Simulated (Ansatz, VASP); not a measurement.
**Two plane-wave programs on CdS**

```
CELL_PARAMETERS angstrom
0.05098 2.94526 2.94526
2.94526 0.05098 2.94526
2.94526 2.94526 0.05098
ATOMIC_POSITIONS crystal
Cd 0.00184 0.00184 0.00184
S 0.24816 0.24816 0.24816
```

Change from the starting cell: strained cell.

Alike in both runs: functional PBEsol; k mesh 9 × 9 × 9; occupations gaussian, width 0.02 eV; no spin polarisation.

Ansatz relaxed the structure, and its values are those at the end. VASP's run is a single point on that final structure, the one shown.

```csv
,VASP,Ansatz
version,VASP 6.6.1,Ansatz 0.2.0
potentials or method,"VASP PAW PBE potentials, release 64 (Cd, S), cutoff 500 eV","scalar-relativistic, plane waves, PAW"
valence electrons in the cell,18,26
```

|  | VASP | Ansatz | Ansatz less VASP |
| --- | --- | --- | --- |
| gap on the k mesh at the Fermi level (eV) | 0.96 | 0.95 | -0.005 |
| least direct gap on the mesh (eV) | 0.96 | 0.95 | -0.005 |
| pressure (GPa) | -0.1 | -0.5 | -0.36 |

VASP's potentials were made for PBE, not for PBEsol, and Ansatz warns of the same on its side. VASP's potentials hold 18 valence electrons a cell and Ansatz's 26, so a difference there can come from the potentials and not from the codes. Ansatz's warnings: stress scf threshold loose.
